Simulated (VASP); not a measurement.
Write the native input for VASP 6.6.1 that does the following.

```yaml
Task: single point
Functional: LDA
Potentials_or_basis: VASP PAW LDA potentials, release 64 (In_d, P)
Cutoff: 520 eV
k_mesh: 4 × 4 × 4
Occupations: gaussian, width 0.01 eV
Spin: no spin polarisation
Dipole_correction: no
Further_INCAR_settings: ALGO = Normal; EDIFF = 1e-06; NBANDS = 16
```

The structure of InP lies in POSCAR:

```
InP
1.0
    0.0000000000      2.9537876370      2.9537876370
    2.9537876370      0.0000000000      2.9537876370
    2.9537876370      2.9537876370      0.0000000000
In P
1 1
Direct
    0.0000000000      0.0000000000      0.0000000000
    0.2500000000      0.2500000000      0.2500000000
```

These files were run (other wordings do the same):

INCAR

```
SYSTEM = InP
PREC = Accurate
ENCUT = 520
EDIFF = 1E-6
ISMEAR = 0
SIGMA = 0.01
LREAL = .FALSE.
LASPH = .TRUE.
NELM = 60
ALGO = Normal
ISIF = 2
LWAVE = .FALSE.
LCHARG = .FALSE.
GGA = CA
NBANDS = 16
```

KPOINTS

```
Automatic mesh
0
G
  4 4 4
  0 0 0
```

Potentials or basis: VASP PAW LDA potentials, release 64 (In_d, P).

Launch:

```sh
$ cat potpaw_LDA.64/In_d/POTCAR potpaw_LDA.64/P/POTCAR > POTCAR
$ mpirun -np 1 vasp_std > vasp.out
```

Results of the run:

- Pressure: -2.5 GPa
- Band gap on the k mesh: 0.36 eV, direct

Caveat: the k points lie up to 0.46 Å⁻¹ apart; spin-orbit coupling is left out, which moves the levels of the heavy elements.

Wall time 8.1 s on 1 thread of Intel Xeon 8259CL, on a shared host, peak memory 0.15 GiB.
